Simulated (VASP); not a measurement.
BH3, 4 atoms in the cell. The cell holds a molecule in a box, 4 atoms: a = 5.877 Å, b = 9.301 Å, c = 25.696 Å, α = 90.00°, β = 90.00°, γ = 90.00°. 

| Property | Result |
| --- | --- |
| Program | VASP 6.6.1 |
| Task | single point |
| Functional | PBE |
| Potentials or basis | VASP PAW PBE potentials, release 64 (B, H) |
| Cutoff | 520 eV |
| k mesh | 3 × 2 × 1 |
| Occupations | gaussian, width 0.1 eV |
| Spin | no spin polarisation |
| Dipole correction | yes |
| Further INCAR settings | ALGO = Normal; EDIFF = 1e-06; NBANDS = 11 |

Potentials or basis: VASP PAW PBE potentials, release 64 (B, H).

The run is started by

```bash
$ cat potpaw_PBE.64/B/POTCAR potpaw_PBE.64/H/POTCAR > POTCAR
$ mpirun -np 1 vasp_std > vasp.out
```

Hardware: 1 thread of Intel(R) Xeon(R) Platinum 8375C CPU @ 2.90GHz (Ice Lake), on a shared host.

Problem. Estimate the wall time of this run.

Solution. Wall time 2.4 min on 1 thread of Intel(R) Xeon(R) Platinum 8375C CPU @ 2.90GHz (Ice Lake), with other jobs on the host, peak memory 1.1 GiB. Counts: scf iterations 22, k points 4.
